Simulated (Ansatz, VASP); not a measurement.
**Two plane-wave programs on Si3Ge**

```
Si Ge
1.0
     3.57972    0.00000    0.00000
     0.00000    3.57972    0.00000
     0.00000    0.00000    5.06248
Si Ge
3 1
Cartesian
  0.0000 0.0000 0.0000
  1.7899 0.0000 3.7969
  0.0000 1.7899 1.2656
  1.7899 1.7899 2.5312
```

Alike in both runs: task relaxation of cell and atoms; functional PBE; k mesh 6 × 6 × 4; occupations gaussian, width 0.1 eV; no spin polarisation.

|  | VASP | Ansatz |
| --- | --- | --- |
| version | VASP 6.6.1 | Ansatz 0.2.0 |
| potentials or method | VASP PAW PBE potentials, release 64 (Si, Ge_d), cutoff 600 eV | scalar-relativistic, plane waves, PAW |
| valence electrons in the cell | 26 | 26 |

Ansatz gave:

```
gap on the k mesh at the Fermi level, each at its own relaxed structure (eV) : 0.39
relaxed volume (Å³/atom)                                                     : 21.17
relaxed cell length with the largest relative difference (Å)                 : 3.916
```

Problem. What did VASP give for the same quantities?

Solution. gap on the k mesh at the Fermi level, each at its own relaxed structure (eV): 0.40; relaxed volume (Å³/atom): 21.21; relaxed cell length with the largest relative difference (Å): 3.919.

Noted on VASP's run: the volume moved by over 15 % at a fixed basis, so the end points are rough.
